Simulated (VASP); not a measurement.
Input of a VASP 6.6.1 run:

The input INCAR:

```
PREC = Accurate
ENCUT = 520
EDIFF = 1E-6
ISMEAR = -1
SIGMA = 0.05
LREAL = F
LASPH = T
NELM = 60
ALGO = Normal
ISIF = 2
LWAVE = F
LCHARG = T
GGA = RE
IVDW = 12
LELF = T
LVHAR = T
NBANDS = 21
```

Contents of KPOINTS:

```
regular mesh
0
Gamma
  8 8 8
```

The input POSCAR:

```
Ge
1.0
    0.0000000000      2.7906767997      2.7906767997
    2.7906767997      0.0000000000      2.7906767997
    2.7906767997      2.7906767997      0.0000000000
Ge
2
Direct
    0.7500000000      0.7500000000      0.7500000000
    0.5000000000      0.5000000000      0.5000000000
```

Potentials or basis: VASP PAW PBE potentials, release 64 (Ge_d).

Command:

```bash
$ cat potpaw_PBE.64/Ge_d/POTCAR > POTCAR
$ mpirun -np 1 vasp_std > vasp.out
```

Predict the dispersion energy per atom.

-0.595 eV.

Predict the pressure.

3.7 GPa.

What does it give for the band gap on the k mesh?

0.37 eV (least direct gap 0.50 eV).

Caveat: the cell stands under pressure; the PAW data sets were made with another functional, which shifts forces and pressure a little. A k mesh can miss the band edges.
